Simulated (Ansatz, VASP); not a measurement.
**One calculation of BP3, two programs**

```
B P
1.0
    -1.53278    1.53278    7.62269
     1.53278   -1.53278    7.62269
     1.53278    1.53278   -7.62269
B P
1 3
Direct
  0.00000 0.00000 0.00000
  0.50000 0.50000 0.00000
  0.25000 0.75000 0.50000
  0.75000 0.25000 0.50000
```

Alike in both runs: functional PBE; k mesh 20 × 20 × 20; occupations gaussian, width 0.1 eV; no spin polarisation.

Ansatz relaxed the structure, and its values are those at the end. VASP's run is a single point on that final structure, the one shown.

```csv
,VASP,Ansatz
version,VASP 6.6.1,Ansatz 0.2.0
potentials or method,"VASP PAW PBE potentials, release 64 (B, P), cutoff 520 eV","scalar-relativistic, plane waves, PAW"
valence electrons in the cell,18,18
```

```tsv
	VASP	Ansatz	Ansatz less VASP
gap on the k mesh at the Fermi level (eV)	none	none	-
pressure (GPa)	-0.2	0.0	+0.24
```

A gap of «none» marks a metal or a gap that the smearing closes.
